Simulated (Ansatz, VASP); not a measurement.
# TeS2F2: VASP beside Ansatz

```
Te S F
1.0
     4.19902    0.00000    0.00000
    -2.09951    3.63645    0.00000
     0.00000    0.00000    8.42055
Te S F
1 2 2
Cartesian
  0.0000 0.0000 3.9929
  0.0000 0.0000 6.1917
  0.0000 0.0000 1.7935
  0.0000 2.4243 3.9920
  2.0995 1.2122 3.9920
```

Alike in both runs: functional PBE; k mesh 6 × 6 × 2; occupations gaussian, width 0.1 eV; no spin polarisation.

Ansatz relaxed the structure, and its values are those at the end. VASP's run is a single point on that final structure, the one shown.

|  | VASP | Ansatz |
| --- | --- | --- |
| version | VASP 6.6.1 | Ansatz 0.2.0 |
| potentials or method | VASP PAW PBE potentials, release 64 (Te, S, F), cutoff 520 eV | scalar-relativistic, plane waves, PAW |
| valence electrons in the cell | 32 | 42 |

VASP gave:

```
gap on the k mesh at the Fermi level (eV) : 0.38
least direct gap on the mesh (eV)         : 0.38
pressure (GPa)                            : -0.3
rms of the force components (eV/Å)        : 0.019
```

Problem. Which values does Ansatz return?

Solution. gap on the k mesh at the Fermi level (eV): 0.36; least direct gap on the mesh (eV): 0.36; pressure (GPa): 0.0; rms of the force components (eV/Å): 0.005.

With one functional, cell and mesh, what is left measures potentials, basis and numerics. VASP's potentials hold 32 valence electrons a cell and Ansatz's 42, so a difference there can come from the potentials and not from the codes.

Neither program's run includes spin-orbit coupling.
